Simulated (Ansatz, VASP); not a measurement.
# Two plane-wave programs on GaSb

```
CELL_PARAMETERS angstrom
0.00000 3.21195 2.98252
3.21195 0.00000 2.98252
3.21195 3.21195 0.00000
ATOMIC_POSITIONS crystal
Ga 0.00000 0.00000 0.00000
Sb 0.75000 0.75000 0.75000
```

Change from the starting cell: strain +0.050 along x and y, -0.025 along z, atoms carried along.

Alike in both runs: task single point; functional r2SCAN; k mesh 10 × 10 × 10; occupations gaussian, width 0.05 eV; no spin polarisation.

|  | VASP | Ansatz |
| --- | --- | --- |
| version | VASP 6.6.1 | Ansatz 0.2.0 |
| potentials or method | VASP PAW PBE potentials, release 64 (Ga_d, Sb), cutoff 520 eV | scalar-relativistic, plane waves, PAW |
| valence electrons in the cell | 18 | 28 |

```csv
,VASP,Ansatz,Ansatz less VASP
gap on the k mesh at the Fermi level (eV),0.26,0.26,-0.001
least direct gap on the mesh (eV),0.37,0.36,-0.017
pressure (GPa),-2.9,-3.0,-0.06
"traceless stress, the component that is largest in VASP (GPa)",2.03,2.04,+0.010
```

VASP's potentials were made for PBE, not for r2SCAN. VASP's potentials hold 18 valence electrons a cell and Ansatz's 28, so a difference there can come from the potentials and not from the codes.

Spin-orbit coupling is off throughout.
